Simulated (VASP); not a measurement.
Wanted: the native input for a VASP 6.6.1 run.

| Quantity | Value |
| --- | --- |
| Task | single point |
| Functional | PBEsol |
| Potentials or basis | VASP PAW PBE potentials, release 64 (Mo_sv, S) |
| Cutoff | 520 eV |
| k mesh | 14 × 14 × 14 |
| Occupations | gaussian, width 0.1 eV |
| Spin | no spin polarisation |
| Dipole correction | no |
| Further INCAR settings | ALGO = Normal; EDIFF = 1e-06; NBANDS = 17 |

The structure of MoS lies in POSCAR:

```
MoS
1.0
    2.9706444822      0.0000000000      0.0000000000
    0.0000000000      2.9706444822      0.0000000000
    0.0000000000      0.0000000000      2.9706444822
Mo S
1 1
Direct
    0.0000000000      0.0000000000      0.0000000000
    0.5000000000      0.5000000000      0.5000000000
```

The input as run:

INCAR

```
SYSTEM = MoS
PREC = Accurate ; ENCUT = 520
EDIFF = 1E-6 ; ISMEAR = 0
SIGMA = 0.1 ; LREAL = .FALSE.
LASPH = .TRUE. ; NELM = 80
ALGO = Normal ; ISIF = 2
LWAVE = .FALSE. ; LCHARG = .FALSE.
GGA = PS ; NBANDS = 17
```

KPOINTS

```
regular mesh
0
G
  14 14 14
  0 0 0
```

Potentials or basis: VASP PAW PBE potentials, release 64 (Mo_sv, S).

The run is started by

```console
$ cat potpaw_PBE.64/Mo_sv/POTCAR potpaw_PBE.64/S/POTCAR > POTCAR
$ mpirun -np 1 vasp_std > vasp.out
```

Results of the run:

```
Pressure               : 0.5 GPa
Band gap on the k mesh : zero (bands 10 and 11 overlap by 4.19 eV)
```

Caveat: the PAW data sets were made with another functional, which shifts forces and pressure a little.

Wall time 40 s on 1 thread of Intel Xeon 8259CL (shared host), peak memory 0.18 GiB.
